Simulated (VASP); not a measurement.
# VSi31 (a cell with a defect) in VASP: single point with PBEsol

Aim: the single point of VSi31 (a cell with a defect) with PBEsol.

All numbers are computed with VASP 6.6.1; they aren't measurements. Logs are shortened: lines on timing, memory, paths and dates and some standing lists are left out, and cuts for length are marked.

## Step 1: The cell of the first run

The cell holds a defect, 32 atoms: a = 9.412 Å, b = 9.412 Å, c = 9.412 Å, α = 109.47°, β = 109.47°, γ = 109.47°.

## Step 2: Single point, PBEsol, collinear spin, ferromagnetic start

The input, INCAR:

```
SYSTEM = VSi31
PREC     = Accurate       ! precision mode
ENCUT    = 520            ! plane-wave cutoff, eV
EDIFF    = 1E-7           ! SCF threshold, eV
ISMEAR   = 0              ! smearing method
SIGMA    = 0.02           ! smearing width, eV
LREAL    = Auto         
LASPH    = .True.         ! aspherical terms in the spheres
NELM     = 150            ! most SCF steps
ALGO     = Normal         ! electronic algorithm
ISIF     = 2              ! what is computed and relaxed
LWAVE    = .False.        ! write WAVECAR
LCHARG   = .False.        ! write CHGCAR
ISPIN    = 2              ! spin polarisation
MAGMOM   = 2 0 0 0 0 0 0 0 0 0 0 0 0 0 0 0 0 0 0 0 0 0 0 0 0 0 0 0 0 0 0 0 ! initial moments
LORBIT   = 11             ! projections on sites
LMAXMIX  = 4              ! l up to which the mixer works
GGA      = PS             ! functional
NELECT   = 136.0        
NBANDS   = 94             ! bands
```

The input, KPOINTS:

```
Automatic mesh
0
Gamma
  2 2 2
  0.5 0.5 0.5
```

The input, POSCAR:

```
VSi31
1.0
   -5.4338341616     -5.4338341616      5.4338341616
    5.4338341616      5.4338341616      5.4338341616
   -5.4338341616      5.4338341616     -5.4338341616
V Si
1 31
Direct
    0.0000000000      0.2500000000      0.0000000000
    0.2527230776      0.2500000000      0.7504405077
    0.0000000000      0.5027230776      0.7504405077
    0.5000000000      0.2500000000      0.5000000000
    0.2495594923      0.4995594923      0.5022825700
    0.0000000000      0.7500000000      0.5000000000
    0.7504405077      0.2500000000      0.2527230776
    0.5022825700      0.4995594923      0.2495594923
    0.2495594923      0.7522825700      0.2495594923
    0.0000000000      0.0004405077      0.2527230776
    0.7504405077      0.5027230776      0.0000000000
    0.5000000000      0.7500000000      0.0000000000
    0.2527230776      0.0004405077      0.0000000000
    0.7472769224      0.7477174300      0.7472769224
    0.4977174300     -0.0027230776      0.7472769224
    0.7472769224     -0.0027230776      0.4977174300
    0.0000000000     -0.0067648510      0.0000000000
    0.2493087315     -0.0006965869      0.7493034131
    0.0000000000      0.2500000000      0.7432351490
    0.4999946816      0.0006912685      0.4999946816
    0.2506965869      0.2500000000      0.5000053184
    0.0000000000      0.5006965869      0.5000053184
    0.7493034131     -0.0006965869      0.2493087315
    0.5000053184      0.2500000000      0.2506965869
    0.2567648510      0.5067648510      0.2567648510
    0.0000000000      0.7500053184      0.2506965869
    0.7432351490      0.2500000000      0.0000000000
    0.5000053184      0.5006965869      0.0000000000
    0.2506965869      0.7500053184      0.0000000000
    0.7493034131      0.4993087315      0.7493034131
    0.4999946816      0.7499946816      0.7506912685
    0.7506912685      0.7499946816      0.4999946816
```

Potentials or basis: VASP PAW PBE potentials, release 64 (V_sv, Si).

On the command line:

```
$ cat potpaw_PBE.64/V_sv/POTCAR potpaw_PBE.64/Si/POTCAR > POTCAR
$ mpirun -np 1 vasp_std > vasp.out
```

OUTCAR:

```text
SYSTEM = VSi31
   PREC = Accurate
   ENCUT = 520
   EDIFF = 1E-7
   ISMEAR = 0
   LREAL = Auto
   LASPH = .True.
   NELM = 150
   ISIF = 2
   ISPIN = 2
   LORBIT = 11
   GGA = PS
   NELECT = 136.0

 ion  position               nearest neighbor table
   1  0.000  0.250  0.000-  17 2.42  19 2.42  25 2.42  27 2.42
   2  0.253  0.250  0.750-  18 2.35  28 2.35  21 2.35  19 2.36
   3  0.000  0.503  0.750-  30 2.35  29 2.35  22 2.35  19 2.36
   4  0.500  0.250  0.500-  20 2.35  21 2.35  24 2.35  30 2.35
   5  0.250  0.500  0.502-  21 2.35  22 2.35  31 2.35  25 2.36
   6  0.000  0.750  0.500-  18 2.35  22 2.35  26 2.35  32 2.35
[... 24 lines left out ...]
  31  0.500  0.750  0.751-  14 2.35  15 2.35  12 2.35   5 2.35
  32  0.751  0.750  0.500-  14 2.35  16 2.35   6 2.35   8 2.35

  LATTYP: Found a body centered cubic cell.
 ALAT       =    10.8676683232

  Lattice vectors:

 A1 = (  -5.4338341616,  -5.4338341616,   5.4338341616)
 A2 = (   5.4338341616,   5.4338341616,   5.4338341616)
 A3 = (  -5.4338341616,   5.4338341616,  -5.4338341616)

Analysis of symmetry for initial positions (statically):
=====================================================================
 Subroutine PRICEL returns:
 Original cell was already a primitive cell.

 Routine SETGRP: Setting up the symmetry group for a
 body centered cubic supercell.

 Subroutine GETGRP returns: Found 24 space group operations
 (whereof  6 operations were pure point group operations)
 out of a pool of 48 trial point group operations.

The static configuration has the point symmetry C_3v.
 The point group associated with its full space group is T_d .

Analysis of symmetry for dynamics (positions and initial velocities):
=====================================================================
 Subroutine PRICEL returns:
 Original cell was already a primitive cell.

 Routine SETGRP: Setting up the symmetry group for a
 body centered cubic supercell.

 Subroutine GETGRP returns: Found 24 space group operations
 (whereof  6 operations were pure point group operations)
 out of a pool of 48 trial point group operations.

The dynamic configuration has the point symmetry C_3v.
 The point group associated with its full space group is T_d .

Analysis of structural, dynamic, and magnetic symmetry:
=====================================================================
 Subroutine PRICEL returns:
 Original cell was already a primitive cell.

 Routine SETGRP: Setting up the symmetry group for a
 body centered cubic supercell.

 Subroutine GETGRP returns: Found 24 space group operations
 (whereof  6 operations were pure point group operations)
 out of a pool of 48 trial point group operations.
[... 186 lines left out ...]
  free energy    TOTEN  =      -190.09971544 eV

  energy without entropy =     -190.09971544  energy(sigma->0) =     -190.09971544

 E-fermi :   5.1572     XC(G=0):  -9.5582

 val. band max:        4.9900800164   @ k =   0.2500   0.2500   0.2500
 cond. band min:       5.4929321645   @ k =   0.2500   0.2500   0.2500
 fundamental gap:      0.5028521480
 Fermi energy:         5.1571556699

 spin component 1

 k-point     1 :       0.2500    0.2500    0.2500
  band No.  band energies     occupation
      1     -58.6261      1.00000
      2     -32.5976      1.00000
      3     -32.5976      1.00000
      4     -32.5976      1.00000
      5      -5.4130      1.00000
      6      -5.4130      1.00000
[... 155 lines left out ...]
     79       7.8235      0.00000
     80       7.9339      0.00000
 Fermi energy:         5.1571556699

 spin component 2

 k-point     1 :       0.2500    0.2500    0.2500
  band No.  band energies     occupation
      1     -58.6261      1.00000
      2     -32.5976      1.00000
      3     -32.5976      1.00000
      4     -32.5976      1.00000
      5      -5.4130      1.00000
      6      -5.4130      1.00000
[... 155 lines left out ...]
     79       7.8235      0.00000
     80       7.9339      0.00000
 [bands above 80 left out]

------------------------ aborting loop because EDIFF is reached ----------------------------------------

  FORCE on cell =-STRESS in cart. coord.  units (eV):
  Direction    XX          YY          ZZ          XY          YZ          ZX
  --------------------------------------------------------------------------------------
  -------------------------------------------------------------------------------------
  Total       -7.1610314     -7.1610314     -7.1610314      0.0000000      0.0000000     -0.0000000
  in kB      -17.8775100    -17.8775100    -17.8775100      0.0000000      0.0000000     -0.0000000
  external PRESSURE =     -17.8775100 kB  Pullay stress =       0.0000000 kB

 VOLUME and BASIS-vectors are now :
 -----------------------------------------------------------------------------
  energy-cutoff  :      520.00
  volume of cell :      641.77
      direct lattice vectors                 reciprocal lattice vectors
    -5.433834162 -5.433834162  5.433834162    -0.092016058  0.000000000  0.092016058
     5.433834162  5.433834162  5.433834162     0.000000000  0.092016058  0.092016058
    -5.433834162  5.433834162 -5.433834162    -0.092016058  0.092016058  0.000000000

 POSITION                                       TOTAL-FORCE (eV/Angst)
 -----------------------------------------------------------------------------------
      1.35846      1.35846      1.35846         0.000000      0.000000     -0.000000
     -4.09257      4.06297     -1.34606        -0.025951     -0.000392      0.000392
     -1.34606      6.80948     -1.34606         0.000392      0.025951      0.000392
     -4.07538      1.35846      1.35846         0.000000      0.000000     -0.000000
     -1.37086      4.08778      1.34127        -0.000392      0.000392     -0.025951
      1.35846      6.79229      1.35846         0.000000      0.000000     -0.000000
[... 24 lines left out ...]
     -2.72067      5.43759      2.71310        -0.004443      0.004443      0.020708
     -2.72067      2.71310      5.43759        -0.004443      0.020708      0.004443
 -----------------------------------------------------------------------------------
    total drift:                                0.000002     -0.000002     -0.000002

  FREE ENERGIE OF THE ION-ELECTRON SYSTEM (eV)
  ---------------------------------------------------
  free  energy   TOTEN  =      -190.0997154381 eV

  energy  without entropy=     -190.0997154381  energy(sigma->0) =     -190.09971544

 total charge

# of ion       s       p       d       tot
------------------------------------------
    1        2.334   6.132   3.024  11.491
    2        0.753   0.924   0.000   1.677
    3        0.753   0.924   0.000   1.677
    4        0.751   0.934   0.000   1.685
    5        0.753   0.924   0.000   1.677
    6        0.751   0.934   0.000   1.685
[... 24 lines left out ...]
   31        0.752   0.932   0.000   1.684
   32        0.752   0.932   0.000   1.684
--------------------------------------------------
tot         25.733  34.970   3.024  63.727

 magnetization (x)

# of ion       s       p       d       tot
------------------------------------------
    1       -0.000  -0.000  -0.000  -0.000
    2       -0.000   0.000   0.000   0.000
    3       -0.000   0.000   0.000   0.000
    4        0.000   0.000   0.000   0.000
    5       -0.000   0.000   0.000   0.000
    6        0.000   0.000   0.000   0.000
[... 24 lines left out ...]
   31        0.000   0.000   0.000   0.000
   32        0.000   0.000   0.000   0.000
--------------------------------------------------
tot          0.000   0.000  -0.000  -0.000
```

Wall time 8.7 min (1 thread of Intel Xeon Platinum 8259CL at 2.50GHz (Skylake/Cascade Lake), shared host); peak memory 0.97 GiB.

Results:

- Free energy: -190.0997 eV
- Largest force: 0.026 eV/Å
- Net moment: 0.00 μB per cell
- Valence electrons inside the program's atomic spheres: V 11.49; Si 1.68, 1.69, 1.71 (each value once)

Forces on the atoms (eV/Å):
```
V    0.000  0.000  0.000
Si  -0.026  0.000  0.000
Si   0.000  0.026  0.000
Si   0.000  0.000  0.000
Si   0.000  0.000 -0.026
Si   0.000  0.000  0.000
Si  -0.026  0.000  0.000
Si   0.000 -0.026  0.000
Si   0.026  0.000  0.000
Si   0.000  0.026  0.000
Si   0.000  0.000  0.026
Si   0.000  0.000  0.000
Si   0.000  0.000  0.026
Si   0.026  0.000  0.000
Si   0.000 -0.026  0.000
Si   0.000  0.000 -0.026
Si  -0.005 -0.005 -0.005
Si   0.004  0.021 -0.004
Si   0.005 -0.005  0.005
Si  -0.021  0.004  0.004
Si   0.021 -0.004  0.004
Si   0.004 -0.021  0.004
Si   0.004 -0.004  0.021
Si   0.021  0.004 -0.004
Si  -0.005  0.005  0.005
Si  -0.004 -0.021 -0.004
Si   0.005  0.005 -0.005
Si   0.004  0.004 -0.021
Si  -0.004 -0.004 -0.021
Si  -0.021 -0.004 -0.004
Si  -0.004  0.004  0.021
Si  -0.004  0.021  0.004
```

Levels at points of the mesh, in eV from the Fermi level:
Spin up:
| k point | band 66 | band 67 | band 68 | band 69 | band 70 | band 71 |
| --- | --- | --- | --- | --- | --- | --- |
| (0.25, 0.25, 0.25) | -0.17 | -0.17 | -0.17 | 0.34 | 0.34 | 1.60 |
Spin down:
```
           k point  band 65  band 66  band 67  band 68  band 69  band 70  band 71  band 72
(0.25, 0.25, 0.25)    -0.23    -0.17    -0.17    -0.17     0.34     0.34     1.60     1.60
```

Caveat: the cell carries a net charge on a neutralising background, which shifts energy and pressure; the cell is charged against a uniform background, so pressure and absolute levels hang on convention; the PAW data sets were made with another functional, which shifts forces and pressure a little.
